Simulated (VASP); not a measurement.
**Ti4Al12O (a cell with a defect): single point with PBE**

System: Ti4Al12O (a cell with a defect).

```
Ti Al O
1.0
     3.84475    3.84475    0.00000
    -3.84475    3.84475    0.00000
     0.00000    0.00000    8.62372
Ti Al O
4 12 1
Direct
  0.97716 0.97768 0.99933
  0.00184 0.49742 0.49702
  0.49689 0.00236 0.49702
  0.52157 0.52210 0.99932
  0.99383 0.99435 0.49830
  0.01090 0.48836 0.97811
  0.48783 0.01143 0.97810
  0.50491 0.50543 0.49829
  0.24937 0.24990 0.27889
  0.24937 0.74989 0.74606
  0.74937 0.24989 0.74606
  0.74937 0.74990 0.25017
  0.24937 0.24990 0.73165
  0.24937 0.74989 0.25718
  0.74937 0.24989 0.25718
  0.74937 0.74989 0.74170
  0.24937 0.24989 0.06354
```

```
Program                : VASP 6.6.1
Task                   : single point
Functional             : PBE
Potentials or basis    : VASP PAW PBE potentials, release 64 (Ti_sv, Al, O)
Cutoff                 : 520 eV
k mesh                 : 6 × 6 × 4
Occupations            : methfessel-paxton, width 0.1 eV
Spin                   : no spin polarisation
Dipole correction      : no
Further INCAR settings : LREAL = Auto; ALGO = Normal; EDIFF = 1e-07; NBANDS = 59
```

* Pressure: 3.5 GPa
* Largest force: 0.292 eV/Å
* Band gap on the k mesh: zero (bands 45 and 46 overlap by 0.42 eV)

Forces on the atoms (eV/Å):
```
Ti   0.000  0.021 -0.055
Ti  -0.006  0.000  0.073
Ti   0.006  0.000  0.073
Ti   0.000 -0.021 -0.055
Al   0.000  0.005 -0.041
Al   0.032  0.000  0.108
Al  -0.032  0.000  0.108
Al   0.000 -0.005 -0.041
Al   0.000  0.000 -0.159
Al   0.000  0.000 -0.002
Al   0.000  0.000 -0.002
Al   0.000  0.000 -0.045
Al   0.000  0.000 -0.058
Al   0.000  0.000 -0.085
Al   0.000  0.000 -0.085
Al   0.000  0.000 -0.027
O    0.000  0.000  0.292
```

Stress tensor (GPa, compression positive):
```
1.19 0.00 0.00
0.00 4.04 0.00
0.00 0.00 5.22
```

Levels at points of the mesh, in eV from the Fermi level:
| k point | band 41 | band 42 | band 43 | band 44 | band 45 | band 46 | band 47 | band 48 | band 49 | band 50 |
| --- | --- | --- | --- | --- | --- | --- | --- | --- | --- | --- |
| (0.00, 0.00, 0.00) | -1.12 | -0.79 | -0.78 | -0.59 | -0.38 | 0.49 | 0.53 | 0.59 | 0.66 | 0.79 |
| (0.50, 0.00, 0.00) | -0.96 | -0.62 | -0.46 | -0.32 | 0.03 | 0.13 | 0.15 | 0.87 | 1.00 | 1.45 |
| (0.50, 0.50, 0.00) | -1.06 | -0.31 | -0.07 | 0.02 | 0.13 | 0.18 | 0.21 | 0.58 | 1.37 | 1.64 |
| (0.00, 0.00, 0.50) | -1.20 | -0.96 | -0.76 | -0.55 | -0.04 | 0.61 | 0.64 | 0.70 | 0.77 | 0.78 |
| (0.50, 0.00, 0.50) | -1.11 | -0.99 | -0.58 | -0.49 | -0.45 | 0.06 | 0.21 | 1.15 | 1.34 | 1.41 |
| (0.50, 0.50, 0.50) | -0.41 | -0.22 | -0.02 | 0.23 | 0.29 | 0.35 | 0.37 | 0.42 | 1.39 | 1.64 |

Run time: 21 min on 1 thread of Oxide Virtual Turin-like Processor, with other jobs on the host, peak memory 0.49 GiB.
